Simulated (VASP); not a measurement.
# Be in VASP: notebook

Runs on Be. Level: PBEsol. Tasks: single point.

Program: VASP 6.6.1. These are calculated values, not measurements. Logs are shortened: lines on timing, memory, paths and dates and some standing lists are left out, and cuts for length are marked.

## Step 1: The cell of the first run

Symmetry: I4/mmm, No. 139, tetragonal system. Conventional cell: a = 2.531 Å, b = 2.531 Å, c = 2.506 Å, α = 90.00°, β = 90.00°, γ = 90.00°. Within 2.9 Å of Be (site symmetry 4/mmm) lie 14 Be at 2.18 to 2.53 Å.

## Step 2: Single point, PBEsol (equal xx and yy strain of +1 %)

Input file INCAR:

```
SYSTEM = Be
  PREC = Accurate
  ENCUT = 520
  EDIFF = 1E-6
  ISMEAR = -1
  SIGMA = 0.03
  LREAL = .FALSE.
  LASPH = .TRUE.
  NELM = 60
  ALGO = Normal
  ISIF = 2
  LWAVE = .FALSE.
  LCHARG = .TRUE.
  GGA = PS
  LELF = .TRUE.
  LVHAR = .TRUE.
  NBANDS = 7
```

Input file KPOINTS:

```
Automatic mesh
0
G
  23 23 23
  0 0 0
```

Input file POSCAR:

```
Be
1.0
   -1.2656521608      1.2656521608      1.2531209513
    1.2656521608     -1.2656521608      1.2531209513
    1.2656521608      1.2656521608     -1.2531209513
Be
1
Direct
    0.0000000000      0.0000000000      0.0000000000
```

Potentials or basis: VASP PAW PBE potentials, release 64 (Be).

Launch:

```console
$ cat potpaw_PBE.64/Be/POTCAR > POTCAR
$ mpirun -np 1 vasp_std > vasp.out
```

OUTCAR:

```text
SYSTEM = Be
   PREC = Accurate
   ENCUT = 520
   EDIFF = 1E-6
   ISMEAR = -1
   LREAL = .FALSE.
   LASPH = .TRUE.
   NELM = 60
   ISIF = 2
   GGA = PS

 ion  position               nearest neighbor table
   1  0.000  0.000  0.000-

  LATTYP: Found a body centered tetragonal cell.
 ALAT       =     2.5313043216
 C/A-ratio  =     0.9900990099

  Lattice vectors:

 A1 = (  -1.2656521608,   1.2656521608,   1.2531209513)
 A2 = (   1.2656521608,  -1.2656521608,   1.2531209513)
 A3 = (   1.2656521608,   1.2656521608,  -1.2531209513)

Analysis of symmetry for initial positions (statically):
=====================================================================
 Subroutine PRICEL returns:
 Original cell was already a primitive cell.

 Routine SETGRP: Setting up the symmetry group for a
 body centered tetragonal supercell.

 Subroutine GETGRP returns: Found 16 space group operations
 (whereof 16 operations were pure point group operations)
 out of a pool of 16 trial point group operations.

The static configuration has the point symmetry D_4h.

Analysis of symmetry for dynamics (positions and initial velocities):
=====================================================================
 Subroutine PRICEL returns:
 Original cell was already a primitive cell.

 Routine SETGRP: Setting up the symmetry group for a
 body centered tetragonal supercell.

 Subroutine GETGRP returns: Found 16 space group operations
 (whereof 16 operations were pure point group operations)
 out of a pool of 16 trial point group operations.

The dynamic configuration has the point symmetry D_4h.

 Subroutine INISYM returns: Found 16 space group operations
 (whereof 16 operations are pure point group operations),
 and found     1 'primitive' translations

----------------------------------------------------------------------------------------

                                     Primitive cell

  volume of cell :       8.0294

  direct lattice vectors                    reciprocal lattice vectors
    -1.265652161  1.265652161  1.253120951     0.000000000  0.395053250  0.399003783
     1.265652161 -1.265652161  1.253120951     0.395053250  0.000000000  0.399003783
     1.265652161  1.265652161 -1.253120951     0.395053250  0.395053250  0.000000000

  length of vectors
     2.184962907  2.184962907  2.184962907     0.561490062  0.561490062  0.558689665

  position of ions in fractional coordinates (direct lattice)
     0.000000000  0.000000000  0.000000000

  ion indices of the primitive-cell ions
   primitive index   ion index
                 1           1

----------------------------------------------------------------------------------------

 KPOINTS: Automatic mesh

Automatic generation of k-mesh.
 Grid dimensions read from file:
 generate k-points for:   23   23   23

 Generating k-lattice:

  Cartesian coordinates                     Fractional coordinates (reciprocal lattice)
     0.000000000  0.017176228  0.017347991     0.043478261  0.000000000  0.000000000
     0.017176228  0.000000000  0.017347991     0.000000000  0.043478261  0.000000000
     0.017176228  0.017176228  0.000000000     0.000000000  0.000000000  0.043478261

  Length of vectors
     0.024412611  0.024412611  0.024290855

  Shift w.r.t. Gamma in fractional coordinates (k-lattice)
     0.000000000  0.000000000  0.000000000

 Subroutine IBZKPT returns following result:
 ===========================================

 Found    936 irreducible k-points:

 Following reciprocal coordinates:
            Coordinates               Weight
  0.000000  0.000000  0.000000      1.000000
  0.043478  0.000000 -0.000000      8.000000
  0.086957 -0.000000  0.000000      8.000000
  0.130435 -0.000000  0.000000      8.000000
  0.173913  0.000000  0.000000      8.000000
  0.217391  0.000000 -0.000000      8.000000
[... 16 lines left out ...]
  0.478261  0.043478  0.000000     16.000000
 -0.478261  0.043478 -0.000000     16.000000
 [... further k-points ...]
   k-points           NKPTS =    936   k-points in BZ     NKDIM =    936   number of bands    NBANDS=      7
   number of dos      NEDOS =    301   number of ions     NIONS =      1
   total plane-waves  NPLWV =   4096
   dimension x,y,z NGX =    16 NGY =   16 NGZ =   16
   dimension x,y,z NGXF=    32 NGYF=   32 NGZF=   32
   ions per type =               1
   NGX,Y,Z   is equivalent  to a cutoff of  12.17, 12.17, 12.17 a.u.
   NGXF,Y,Z  is equivalent  to a cutoff of  24.35, 24.35, 24.35 a.u.
 SYSTEM =  Be
   PREC   = accura    normal or accurate (medium, high low for compatibility)
   ISTART =      0    job   : 0-new  1-cont  2-samecut
   ICHARG =      2    charge: 1-file 2-atom 10-const
   ISPIN  =      1    spin polarized calculation?
   LNONCOLLINEAR =      F non collinear calculations
   LSORBIT =      F    spin-orbit coupling
   LASPH  =      T    aspherical Exc in radial PAW
   ENCUT  =  520.0 eV  38.22 Ry    6.18 a.u.   4.06  4.06  4.06*2*pi/ulx,y,z
   NELM   =     60;   NELMIN=  2; NELMDL= -5     # of ELM steps
   EDIFF  = 0.1E-05   stopping-criterion for ELM
   LREAL  =      F    real-space projection
   EDIFFG = 0.1E-04   stopping-criterion for IOM
   NSW    =      0    number of steps for IOM
   IBRION =     -1    ionic relax: 0-MD 1-quasi-New 2-CG
   NFREE  =      0    steps in history (QN), initial steepest desc. (CG)
   ISIF   =      2    stress and relaxation
   ISYM   =      2    0-nonsym 1-usesym 2-fastsym
   POTIM  = 0.5000    time-step for ionic-motion
   TEBEG  =    0.0;   TEEND  =   0.0 temperature during run
   PSTRESS=    0.0 pullay stress
   NELECT =       2.0000    total number of electrons
   NUPDOWN=      -1.0000    fix difference up-down
   EMIN   =  10.00;   EMAX   =-10.00  energy-range for DOS
   EFERMI =   0.00;   METHOD = LEGACY
   ISMEAR =    -1;   SIGMA  =   0.03  broadening in eV -4-tet -1-fermi 0-gaus
   EFERMI_NEDOS =   21; number of points for ismear=-14 and -15
   IALGO  =     38    algorithm
   IMIX   =      4    mixing-type and parameters
     AMIX     =   0.40;   BMIX     =  1.00
     AMIX_MAG =   1.60;   BMIX_MAG =  1.00
  volume/ion in A,a.u.               =       8.03        54.18
  Fermi-wavevector in a.u.,A,eV,Ry     =   1.030048  1.946509 14.435775  1.061000
  Thomas-Fermi vector in A             =   2.164127
   LORBIT       =      0    0 simple, 1 ext, 2 COOP (PROOUT), +10 PAW based schemes
   GGA     = PS    functional components
   LHFCALC =     F    Hartree Fock is set to
   AEXX    =    0.0000 exact exchange contribution
   IVDW    =     0    specifies the selected vdW correction
   LEPSILON=     F    determine dielectric tensor
   LRPA    =     F    only Hartree local field effects (RPA)
 non-spin polarized calculation
  energy-cutoff  :      520.00
  volume of cell :        8.03
 maximum number of plane-waves:       236
   NGX =  9   NGY =  9   NGZ =  9

 number of electron       2.0000000 magnetization

 Free energy of the ion-electron system (eV)
  ---------------------------------------------------
  ext. energy  EPLUGINS =         0.00000000
  ---------------------------------------------------
  free energy    TOTEN  =        -3.89607836 eV

  energy without entropy =       -3.89547517  energy(sigma->0) =       -3.89577677

 E-fermi :   7.7527     XC(G=0): -10.5630

 val. band max:        7.7464569029   @ k =  -0.4348   0.4783   0.3478
 cond. band min:       7.7565710516   @ k =  -0.4348  -0.4783   0.3043
 fundamental gap:      0.0101141488
 Fermi energy:         7.7527366580

 k-point     1 :       0.0000    0.0000    0.0000
  band No.  band energies     occupation
      1      -4.3691      2.00000
      2      26.7455      0.00000
      3      26.7455      0.00000
      4      26.8313      0.00000
      5      37.7658      0.00000
      6      38.2046      0.00000
      7      38.2046      0.00000

 k-point     2 :       0.0435    0.0000   -0.0000
  band No.  band energies     occupation
      1      -4.3032      2.00000
      2      26.4718      0.00000
      3      26.4735      0.00000
      4      26.7137      0.00000
      5      37.0874      0.00000
      6      37.2192      0.00000
      7      38.4465      0.00000

 k-point     3 :       0.0870   -0.0000    0.0000
  band No.  band energies     occupation
      1      -4.1054      2.00000
      2      25.5167      0.00000
      3      25.7680      0.00000
      4      26.4699      0.00000
      5      35.3237      0.00000
      6      35.5915      0.00000
      7      38.8625      0.00000

 k-point     4 :       0.1304   -0.0000    0.0000
  band No.  band energies     occupation
      1      -3.7756      2.00000
      2      23.9150      0.00000
      3      24.8383      0.00000
      4      26.0921      0.00000
      5      33.9349      0.00000
      6      34.0891      0.00000
      7      38.3916      0.00000

 k-point     5 :       0.1739    0.0000    0.0000
  band No.  band energies     occupation
      1      -3.3140      2.00000
      2      21.8435      0.00000
      3      23.8473      0.00000
      4      25.6108      0.00000
      5      32.7112      0.00000
      6      33.1412      0.00000
      7      38.2787      0.00000

 k-point     6 :       0.2174    0.0000   -0.0000
  band No.  band energies     occupation
      1      -2.7215      2.00000
      2      19.5467      0.00000
      3      22.8915      0.00000
      4      25.0725      0.00000
      5      31.4895      0.00000
      6      32.7731      0.00000
      7      38.4973      0.00000

 k-point     7 :       0.2609   -0.0000    0.0000
  band No.  band energies     occupation
      1      -2.0007      2.00000
      2      17.2073      0.00000
      3      22.0243      0.00000
      4      24.5263      0.00000
      5      30.4351      0.00000
      6      32.6793      0.00000
      7      39.0052      0.00000

 k-point     8 :       0.3043    0.0000    0.0000
  band No.  band energies     occupation
      1      -1.1582      2.00000
      2      14.9356      0.00000
      3      21.2755      0.00000
      4      24.0153      0.00000
      5      29.5530      0.00000
      6      32.7600      0.00000
      7      39.7554      0.00000

 k-point     9 :       0.3478   -0.0000    0.0000
  band No.  band energies     occupation
      1      -0.2094      2.00000
      2      12.8033      0.00000
      3      20.6627      0.00000
      4      23.5730      0.00000
      5      28.8456      0.00000
      6      32.9433      0.00000
      7      40.6949      0.00000

 k-point    10 :       0.3913    0.0000   -0.0000
  band No.  band energies     occupation
      1       0.8084      2.00000
      2      10.8787      0.00000
      3      20.1963      0.00000
      4      23.2234      0.00000
      5      28.3142      0.00000
      6      33.1652      0.00000
      7      41.7495      0.00000

 k-point    11 :       0.4348    0.0000   -0.0000
  band No.  band energies     occupation
      1       1.7986      2.00000
      2       9.2762      0.00000
      3      19.8825      0.00000
      4      22.9824      0.00000
      5      27.9597      0.00000
      6      33.3627      0.00000
      7      42.7797      0.00000
[... 51 lines left out ...]
 k-point    17 :       0.2174    0.0435    0.0000
  band No.  band energies     occupation
      1      -2.3236      2.00000
      2      18.3825      0.00000
      3      22.2252      0.00000
      4      24.3920      0.00000
      5      31.4060      0.00000
      6      32.6903      0.00000
      7      38.6722      0.00000

 k-point    18 :       0.2609    0.0435    0.0000
  band No.  band energies     occupation
      1      -1.5396      2.00000
      2      16.0687      0.00000
      3      21.4226      0.00000
      4      23.8104      0.00000
      5      30.5443      0.00000
      6      32.7082      0.00000
      7      39.3031      0.00000

 k-point    19 :       0.3043    0.0435   -0.0000
  band No.  band energies     occupation
      1      -0.6396      2.00000
      2      13.8597      0.00000
      3      20.7466      0.00000
      4      23.2918      0.00000
      5      29.8263      0.00000
      6      32.8651      0.00000
      7      40.1404      0.00000

 k-point    20 :       0.3478    0.0435   -0.0000
  band No.  band energies     occupation
      1       0.3529      2.00000
      2      11.8215      0.00000
      3      20.2100      0.00000
      4      22.8649      0.00000
      5      29.2615      0.00000
      6      33.0960      0.00000
      7      41.1257      0.00000

 k-point    21 :       0.3913    0.0435   -0.0000
  band No.  band energies     occupation
      1       1.3787      2.00000
      2      10.0365      0.00000
      3      19.8206      0.00000
      4      22.5489      0.00000
      5      28.8557      0.00000
      6      33.3359      0.00000
      7      42.1731      0.00000

 k-point    22 :       0.4348    0.0435   -0.0000
  band No.  band energies     occupation
      1       2.2784      2.00000
      2       8.6774      0.00000
      3      19.5833      0.00000
      4      22.3558      0.00000
      5      28.6126      0.00000
      6      33.5197      0.00000
      7      43.1214      0.00000

 k-point    23 :       0.4783    0.0435    0.0000
  band No.  band energies     occupation
      1       2.6780      2.00000
      2       8.1249      0.00001
      3      19.5007      0.00000
      4      22.2924      0.00000
      5      28.5341      0.00000
      6      33.5946      0.00000
      7      43.6255      0.00000

 k-point    24 :      -0.4783    0.0435   -0.0000
  band No.  band energies     occupation
      1       2.2713      2.00000
      2       8.6872      0.00000
      3      19.5736      0.00000
      4      22.3604      0.00000
      5      28.6208      0.00000
      6      33.5380      0.00000
      7      43.2793      0.00000

 [... further k-points ...]
[... 5 lines left out ...]
  --------------------------------------------------------------------------------------
  -------------------------------------------------------------------------------------
  Total       -0.1873730     -0.1873730     -0.2109915      0.0000000      0.0000000      0.0000000
  in kB      -37.3883106    -37.3883106    -42.1011448      0.0000000      0.0000000      0.0000000
  external PRESSURE =     -38.9592553 kB  Pullay stress =       0.0000000 kB

 VOLUME and BASIS-vectors are now :
 -----------------------------------------------------------------------------
  energy-cutoff  :      520.00
  volume of cell :        8.03
      direct lattice vectors                 reciprocal lattice vectors
    -1.265652161  1.265652161  1.253120951     0.000000000  0.395053250  0.399003783
     1.265652161 -1.265652161  1.253120951     0.395053250  0.000000000  0.399003783
     1.265652161  1.265652161 -1.253120951     0.395053250  0.395053250  0.000000000

 POSITION                                       TOTAL-FORCE (eV/Angst)
 -----------------------------------------------------------------------------------
      0.00000      0.00000      0.00000         0.000000      0.000000      0.000000
 -----------------------------------------------------------------------------------
    total drift:                                0.000000      0.000000     -0.000000

  FREE ENERGIE OF THE ION-ELECTRON SYSTEM (eV)
  ---------------------------------------------------
  free  energy   TOTEN  =        -3.8960783584 eV

  energy  without entropy=       -3.8954751731  energy(sigma->0) =       -3.89577677
```

Run time: 16 s. Hardware: 1 thread of AMD EPYC 9R45 (Zen 5), shared host; peak memory 0.12 GiB.

What came out:

| Quantity | Value |
| --- | --- |
| Free energy | -3.8961 eV |
| Pressure | -3.9 GPa |
| Band gap on the k mesh | zero (band 1 reaches 11.45 eV, above the bottom of band 2 at 6.48 eV) |

Levels at points of the mesh, in eV from the Fermi level:
```
           k point  band 1  band 2  band 3  band 4  band 5
(0.00, 0.00, 0.00)  -12.12   18.99   18.99   19.08   30.01
```

Caveat: the cell differs from its parent crystal (equal xx and yy strain of +1 %); the PAW data sets were made with another functional, which shifts forces and pressure a little.

(Part 1 of 2 ends here.)
